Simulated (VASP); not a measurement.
# Ca: equation of state with PBEsol

Ca:

```
Ca
1.0
    -2.24000    2.24000    2.24000
     2.24000   -2.24000    2.24000
     2.24000    2.24000   -2.24000
Ca
1
Direct
  0.00000 0.00000 0.00000
```

This isn't the form of Ca at room conditions, which is fcc.

- Program: VASP 6.6.1
- Task: equation of state
- Functional: PBEsol
- Potentials or basis: VASP PAW PBE potentials, release 64 (Ca_sv_GW)
- Cutoff: 450 eV
- k mesh: 10 × 10 × 10
- Occupations: methfessel-paxton, width 0.1 eV
- Spin: no spin polarisation
- Tolerance level: standard
- Purpose: choice of potentials
- Eos scales: [0.91, 0.94, 0.97, 1.0, 1.03, 1.06, 1.09]
- Further INCAR settings: ALGO = Normal; EDIFF = 1e-07; NSW = 0

- Equilibrium volume: 40.34 Å³/atom (rough: see the caveat)
- Bulk modulus: 16.3 GPa (rough)

Energy against volume, from the lowest point:
| volume (Å³/atom) | energy (meV/atom) |
| --- | --- |
| 40.912 | 0.00 |
| 42.260 | 4.08 |
| 43.609 | 11.95 |
| 44.958 | 23.40 |
| 46.306 | 38.01 |
| 47.655 | 55.46 |
| 49.004 | 75.27 |

It took 2 min on 1 thread of Intel(R) Xeon(R) Platinum 8259CL CPU @ 2.50GHz (Skylake/Cascade Lake), with other jobs on the host, peak memory 0.16 GiB.

Caveat: the fit is doubtful: noisy points or a state that changes with volume; the minimum lies outside the volumes run; the PAW data sets were made with another functional, which shifts forces and pressure a little.
